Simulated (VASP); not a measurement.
Input of a VASP 6.6.1 run:

File INCAR:

```
  PREC = Accurate
  ENCUT = 430
  EDIFF = 1E-8
  ISMEAR = -1
  SIGMA = 0.05
  LREAL = F
  LASPH = T
  NELM = 120
  ALGO = Normal
  ISIF = 2
  LWAVE = F
  LCHARG = F
  GGA = PE
  LEFG = T
  NBANDS = 19
  GGA_COMPAT = F
```

The input KPOINTS:

```
regular mesh
0
Gamma
  9 9 9
```

The input POSCAR:

```
Al2Pt
1.0
    0.0000000000      2.9550000000      2.9550000000
    2.9550000000      0.0000000000      2.9550000000
    2.9550000000      2.9550000000      0.0000000000
Al Pt
2 1
Direct
    0.2125000000      0.2125000000      0.2125000000
    0.7500000000      0.7500000000      0.7500000000
    0.0375000000      0.0375000000      0.0375000000
```

Potentials or basis: VASP PAW PBE potentials, release 64 (Al, Pt_sv_GW).

Run with:

```console
$ cat potpaw_PBE.64/Al/POTCAR potpaw_PBE.64/Pt_sv_GW/POTCAR > POTCAR
$ mpirun -np 1 vasp_std > vasp.out
```

Task: Predict the largest force.

Result: 21.370 eV/Å.

Task: What does it give for the pressure?

Result: 39.7 GPa.

Task: What does it give for the band gap on the k mesh?

Result: Zero (band 12 reaches 11.35 eV, above the bottom of band 13 at 6.59 eV).

Forces in eV/Å, atoms in the order of the input:
```
Al   12.334  12.334  12.334
Al    0.004   0.004   0.004
Pt  -12.338 -12.338 -12.338
```

Caveat: the cell differs from its parent crystal (shortest bond scaled by 0.7); without QUAD_EFG the Cq values of the log hold for a quadrupole moment of 1 mb, not for the nuclei; spin-orbit coupling is left out, which moves the levels of the heavy elements; forces of over 1 eV/Å act on the atoms, so gaps and moduli don't describe the material at rest.
